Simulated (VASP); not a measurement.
# Sb in VASP: notebook

Runs on Sb. Level: PBE. Tasks: single point.

Everything below comes from runs of VASP 6.6.1. Logs are shortened: lines on timing, memory, paths and dates and some standing lists are left out, and cuts for length are marked.

**1. The cell of the first run**

The cell holds a slab with vacuum, 1 atom: a = 3.389 Å, b = 3.389 Å, c = 16.000 Å, α = 90.00°, β = 90.00°, γ = 120.00°.

**2. Single point, PBE**

The input, INCAR:

```
SYSTEM = Sb
PREC = Accurate
ENCUT = 520
EDIFF = 1E-6
ISMEAR = -1
SIGMA = 0.1
LREAL = .FALSE.
LASPH = .TRUE.
NELM = 80
ALGO = Normal
ISIF = 2
LWAVE = .FALSE.
LCHARG = .FALSE.
LDIPOL = .TRUE.
IDIPOL = 3
DIPOL = 0.5 0.5 0.500
GGA = PE
NBANDS = 8
```

The input, KPOINTS:

```
regular mesh
0
G
  11 11 1
  0 0 0
```

The input, POSCAR:

```
Sb
1.0
    3.3888387676      0.0000000000      0.0000000000
   -1.6944193838      2.9348204621      0.0000000000
    0.0000000000      0.0000000000     16.0000000000
Sb
1
Direct
    0.0000000000      0.0000000000      0.5000000000
```

Potentials or basis: VASP PAW PBE potentials, release 64 (Sb).

Launch:

```
$ cat potpaw_PBE.64/Sb/POTCAR > POTCAR
$ mpirun -np 1 vasp_std > vasp.out
```

OUTCAR:

```text
SYSTEM = Sb
   PREC = Accurate
   ENCUT = 520
   EDIFF = 1E-6
   ISMEAR = -1
   LREAL = .FALSE.
   LASPH = .TRUE.
   NELM = 80
   ISIF = 2
   GGA = PE

 ion  position               nearest neighbor table
   1  0.000  0.000  0.500-

  LATTYP: Found a hexagonal cell.
 ALAT       =     3.3888387676
 C/A-ratio  =     4.7213813041

  Lattice vectors:

 A1 = (   3.3888387676,   0.0000000000,   0.0000000000)
 A2 = (  -1.6944193838,   2.9348204621,   0.0000000000)
 A3 = (   0.0000000000,   0.0000000000,  16.0000000000)

Analysis of symmetry for initial positions (statically):
=====================================================================
 Subroutine PRICEL returns:
 Original cell was already a primitive cell.

 Routine SETGRP: Setting up the symmetry group for a
 hexagonal supercell.

 Subroutine GETGRP returns: Found 24 space group operations
 (whereof 24 operations were pure point group operations)
 out of a pool of 24 trial point group operations.

The static configuration has the point symmetry D_6h.

Analysis of symmetry for dynamics (positions and initial velocities):
=====================================================================
 Subroutine PRICEL returns:
 Original cell was already a primitive cell.

 Routine SETGRP: Setting up the symmetry group for a
 hexagonal supercell.

 Subroutine GETGRP returns: Found 24 space group operations
 (whereof 24 operations were pure point group operations)
 out of a pool of 24 trial point group operations.

The dynamic configuration has the point symmetry D_6h.

 Subroutine INISYM returns: Found 24 space group operations
 (whereof 24 operations are pure point group operations),
 and found     1 'primitive' translations

----------------------------------------------------------------------------------------

                                     Primitive cell

  volume of cell :     159.1301

  direct lattice vectors                    reciprocal lattice vectors
     3.388838768  0.000000000  0.000000000     0.295086332  0.170368173  0.000000000
    -1.694419384  2.934820462  0.000000000     0.000000000  0.340736346  0.000000000
     0.000000000  0.000000000 16.000000000     0.000000000  0.000000000  0.062500000

  length of vectors
     3.388838768  3.388838768 16.000000000     0.340736346  0.340736346  0.062500000

  position of ions in fractional coordinates (direct lattice)
     0.000000000  0.000000000  0.500000000
[... 72 lines left out ...]
   NFREE  =      0    steps in history (QN), initial steepest desc. (CG)
   ISIF   =      2    stress and relaxation
   ISYM   =      2    0-nonsym 1-usesym 2-fastsym
   POTIM  = 0.5000    time-step for ionic-motion
   TEBEG  =    0.0;   TEEND  =   0.0 temperature during run
   PSTRESS=    0.0 pullay stress
   NELECT =       5.0000    total number of electrons
   NUPDOWN=      -1.0000    fix difference up-down
   EMIN   =  10.00;   EMAX   =-10.00  energy-range for DOS
   EFERMI =   0.00;   METHOD = LEGACY
   ISMEAR =    -1;   SIGMA  =   0.10  broadening in eV -4-tet -1-fermi 0-gaus
   EFERMI_NEDOS =   21; number of points for ismear=-14 and -15
   IALGO  =     38    algorithm
   IMIX   =      4    mixing-type and parameters
     AMIX     =   0.40;   BMIX     =  1.00
     AMIX_MAG =   1.60;   BMIX_MAG =  1.00
  volume/ion in A,a.u.               =     159.13      1073.86
  Fermi-wavevector in a.u.,A,eV,Ry     =   0.516592  0.976217  3.630945  0.266867
  Thomas-Fermi vector in A             =   1.532596
   LORBIT       =      0    0 simple, 1 ext, 2 COOP (PROOUT), +10 PAW based schemes
   GGA     = PE    functional components
   LHFCALC =     F    Hartree Fock is set to
   AEXX    =    0.0000 exact exchange contribution
   IVDW    =     0    specifies the selected vdW correction
   LEPSILON=     F    determine dielectric tensor
   LRPA    =     F    only Hartree local field effects (RPA)
 non-spin polarized calculation
  energy-cutoff  :      520.00
  volume of cell :      159.13
 maximum number of plane-waves:      4319
 NGX is ok and might be reduce to    28
   NGX = 13   NGY = 13   NGZ = 59

 number of electron       5.0000000 magnetization

 dipolmoment           0.000000      0.000000     -0.000000 electrons x Angstroem

 Free energy of the ion-electron system (eV)
  ---------------------------------------------------
  ext. energy  EPLUGINS =         0.00000000
  ---------------------------------------------------
  free energy    TOTEN  =        -3.28528452 eV

  energy without entropy =       -3.24112860  energy(sigma->0) =       -3.26320656

 E-fermi :  -2.5402     XC(G=0):  -2.7440

 val. band max:       -2.5437628496   @ k =   0.2727   0.1818   0.0000
 cond. band min:      -2.4175355871   @ k =   0.3636   0.0909   0.0000
 fundamental gap:      0.1262272625
 Fermi energy:        -2.5402134510

 k-point     1 :       0.0000    0.0000    0.0000
  band No.  band energies     occupation
      1     -13.1503      2.00000
      2      -4.7580      2.00000
      3       0.9772      0.00000
      4       2.1117      0.00000
      5       2.4214      0.00000
      6       2.4214      0.00000
      7       2.5457      0.00000
      8       4.5389      0.00000
[... 155 lines left out ...]
 k-point    16 :       0.3636    0.2727    0.0000
  band No.  band energies     occupation
      1      -9.8189      2.00000
      2      -5.3615      2.00000
      3      -4.1728      2.00000
      4      -1.6676      0.00032
      5       3.1977      0.00000
      6       4.2654      0.00000
      7       6.0148      0.00000
      8       6.3818      0.00000

------------------------ aborting loop because EDIFF is reached ----------------------------------------

 vacuum level on the upper side and lower side of the slab       (xc-potential included)        -0.091        -0.091

  FORCE on cell =-STRESS in cart. coord.  units (eV):
  Direction    XX          YY          ZZ          XY          YZ          ZX
  --------------------------------------------------------------------------------------
  -------------------------------------------------------------------------------------
  Total       -2.1681354     -2.1681354     -0.0007503     -0.0000000     -0.0000000      0.0000000
  in kB      -21.8295383    -21.8295383     -0.0075548     -0.0000000     -0.0000000      0.0000000
  external PRESSURE =     -14.5555438 kB  Pullay stress =       0.0000000 kB

 VOLUME and BASIS-vectors are now :
 -----------------------------------------------------------------------------
  energy-cutoff  :      520.00
  volume of cell :      159.13
      direct lattice vectors                 reciprocal lattice vectors
     3.388838768  0.000000000  0.000000000     0.295086332  0.170368173  0.000000000
    -1.694419384  2.934820462  0.000000000     0.000000000  0.340736346  0.000000000
     0.000000000  0.000000000 16.000000000     0.000000000  0.000000000  0.062500000

 POSITION                                       TOTAL-FORCE (eV/Angst)
 -----------------------------------------------------------------------------------
      0.00000      0.00000      8.00000         0.000000      0.000000      0.000000
 -----------------------------------------------------------------------------------
    total drift:                                0.000000      0.000000     -0.000000

  FREE ENERGIE OF THE ION-ELECTRON SYSTEM (eV)
  ---------------------------------------------------
  free  energy   TOTEN  =        -3.2852845237 eV

  energy  without entropy=       -3.2411285993  energy(sigma->0) =       -3.26320656

 vacuum level on the upper side and lower side of the slab         2.180         2.180
```

stdout:

```text
POSCAR found type information on POSCAR Sb
 POSCAR found :  1 types and       1 ions
 scaLAPACK will be used
 LDA part: xc-table for (Slater+PW92), standard interpolation
 POSCAR, INCAR and KPOINTS ok, starting setup
 FFT: planning ... GRIDC
 FFT: planning ... GRID_SOFT
 FFT: planning ... GRID
 WAVECAR not read
 entering main loop
```

Wall time 45 s (1 thread of Intel Xeon 8259CL, shared host); peak memory 0.28 GiB.

Results:

```
Free energy            : -3.2853 eV
Band gap on the k mesh : zero (an odd number of electrons rules out a gap without spin polarisation)
```

Levels at points of the mesh, in eV from the Fermi level:
```tsv
k point	band 1	band 2	band 3	band 4	band 5	band 6	band 7
(0.00, 0.00, 0.00)	-10.61	-2.22	3.52	4.65	4.96	4.96	5.09
```

Caveat: spin-orbit coupling is left out, which moves the levels of the heavy elements.

**3. Single point, PBE**

The input, INCAR:

```
  PREC = Accurate
  ENCUT = 520
  EDIFF = 1E-7
  ISMEAR = -1
  SIGMA = 0.1
  LREAL = F
  LASPH = T
  NELM = 100
  ALGO = Normal
  ISIF = 2
  LWAVE = F
  LCHARG = T
  LDIPOL = T
  IDIPOL = 3
  DIPOL = 0.5 0.5 0.500
  GGA = PE
  LELF = T
  LVHAR = T
  LVACPOTAV = T
  NBANDS = 8
```

The input, KPOINTS:

```
regular mesh
0
Gamma
  11 11 1
```

POSCAR is that of step 2.

Potentials or basis: VASP PAW PBE potentials, release 64 (Sb).

Launch:

```
$ cat potpaw_PBE.64/Sb/POTCAR > POTCAR
$ mpirun -np 1 vasp_std > vasp.out
```

Wall time 54 s (1 thread of Intel Xeon 8259CL, shared host); peak memory 0.28 GiB.

It converged, with:

- Free energy: -3.2853 eV
- Band gap on the k mesh: zero (an odd number of electrons rules out a gap without spin polarisation)

Levels at points of the mesh, in eV from the Fermi level:
```csv
k point,band 1,band 2,band 3,band 4,band 5,band 6
"(0.00, 0.00, 0.00)",-10.61,-2.22,3.52,4.65,4.96,4.96
```

Caveat: spin-orbit coupling is left out, which moves the levels of the heavy elements.

**4. Single point, PBE**

The input, INCAR:

```
  ALGO = Normal
  DIPOL = 0.5 0.5 0.500
  EDIFF = 1E-6
  EFIELD = -0.3
  ENCUT = 520
  GGA = PE
  IDIPOL = 3
  ISIF = 2
  ISMEAR = -1
  LASPH = True
  LCHARG = True
  LDIPOL = True
  LELF = True
  LREAL = False
  LVACPOTAV = True
  LVHAR = True
  LWAVE = False
  NBANDS = 8
  NELM = 60
  PREC = Accurate
  SIGMA = 0.1
```

The input, KPOINTS:

```
k-points
0
Gamma
  11 11 1
```

POSCAR is that of step 3.

Launch:

```
$ cat potpaw_PBE.64/Sb/POTCAR > POTCAR
$ mpirun -np 1 vasp_std > vasp.out
```

It took 59 s on 1 thread of Intel Xeon 8259CL, shared host; peak memory 0.29 GiB.

It converged, with:

```
Free energy            : -3.2937 eV
Band gap on the k mesh : zero (an odd number of electrons rules out a gap without spin polarisation)
```

Levels at points of the mesh, in eV from the Fermi level:
| k point | band 1 | band 2 | band 3 | band 4 | band 5 | band 6 | band 7 |
| --- | --- | --- | --- | --- | --- | --- | --- |
| (0.00, 0.00, 0.00) | -10.61 | -2.22 | 3.26 | 4.30 | 4.96 | 4.96 | 5.12 |

Caveat: spin-orbit coupling is left out, which moves the levels of the heavy elements.
